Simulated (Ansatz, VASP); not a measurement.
**One calculation of BaTiO3, two programs**

```
Ba Ti O
1.0
     4.00730    0.02004    0.02004
     0.02004    4.00730    0.02004
     0.02004    0.02004    4.00730
Ba Ti O
1 1 3
Direct
  0.50000 0.50000 0.50000
  0.00000 0.00000 0.00000
  0.50000 0.00000 0.00000
  0.00000 0.50000 0.00000
  0.00000 0.00000 0.50000
```

Change from the starting cell: equal xy, yz and zx shear strains of +1 %.

Alike in both runs: task single point; functional LDA; k mesh 8 × 8 × 8; occupations fermi-dirac, width 0.05 eV; no spin polarisation.

|  | VASP | Ansatz |
| --- | --- | --- |
| version | VASP 6.6.1 | Ansatz 0.2.0 |
| potentials or method | VASP PAW LDA potentials, release 64 (Ba_sv, Ti_sv, O), cutoff 520 eV | all-electron LAPW, scalar-relativistic |

Ansatz gave:

| Item | Value |
| --- | --- |
| pressure (GPa) | -9.4 |
| traceless stress, the component that is largest in VASP (GPa) | -1.19 |

Task: Which values does VASP return?

Result: Pressure (GPa): -7.4; traceless stress, the component that is largest in VASP (GPa): -1.22.

LDA's correlation is that of Perdew and Zunger in VASP and of Perdew and Wang (1992) in Ansatz. Ansatz ran all-electron here, and VASP with PAW potentials.

Neither program's run includes spin-orbit coupling.
